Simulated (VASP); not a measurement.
Write the native input for VASP 6.6.1 that does the following.

* Task: single point
* Functional: r2SCAN
* Potentials or basis: VASP PAW PBE potentials, release 64 (Ir)
* Cutoff: 520 eV
* k mesh: 22 × 22 × 22
* Occupations: gaussian, width 0.15 eV
* Spin: no spin polarisation
* Dipole correction: no
* Further INCAR settings: ALGO = Normal; EDIFF = 1e-06; NBANDS = 10

Ir:

```
CELL_PARAMETERS angstrom
0.00000 1.97729 1.97729
1.97729 0.00000 1.97729
1.97729 1.97729 0.00000
ATOMIC_POSITIONS crystal
Ir 0.00000 0.00000 0.00000
```

This cell differs from its parent crystal: strain +0.030 along x and y, +0.030 along z.

These files were run (other wordings do the same):

POSCAR

```
Ir
1.0
    0.0000000000      1.9772910000      1.9772910000
    1.9772910000      0.0000000000      1.9772910000
    1.9772910000      1.9772910000      0.0000000000
Ir
1
Direct
    0.0000000000      0.0000000000      0.0000000000
```

INCAR.step1

```
ALGO = Normal ; EDIFF = 1E-4
ENCUT = 520 ; GGA = PE
ISMEAR = 0 ; LASPH = True
LCHARG = False ; LREAL = False
LWAVE = True ; NBANDS = 10
NELM = 100 ; PREC = Accurate
SIGMA = 0.15
```

INCAR.step2

```
ALGO = Normal ; EDIFF = 1E-6
ENCUT = 520 ; ISIF = 2
ISMEAR = 0 ; ISTART = 1
LASPH = True ; LCHARG = False
LMIXTAU = True ; LREAL = False
LWAVE = False ; METAGGA = R2SCAN
NBANDS = 10 ; NELM = 100
PREC = Accurate ; SIGMA = 0.15
```

KPOINTS

```
k-points
0
Gamma
  22 22 22
```

Potentials or basis: VASP PAW PBE potentials, release 64 (Ir).

Run with:

```console
$ cat potpaw_PBE.64/Ir/POTCAR > POTCAR
$ cp INCAR.step1 INCAR
$ mpirun -np 1 vasp_std > vasp.out
$ cp INCAR.step2 INCAR
$ mpirun -np 1 vasp_std > vasp.out
```

It gave:

The pressure is -24.0 GPa.

Caveat: the cell differs from its parent crystal (strain +0.030 along x and y, +0.030 along z); the PAW data sets were made with another functional, which shifts forces and pressure a little.

It took 2.2 min on 1 thread of Intel Xeon 6975P-C, on a shared host, peak memory 0.19 GiB.
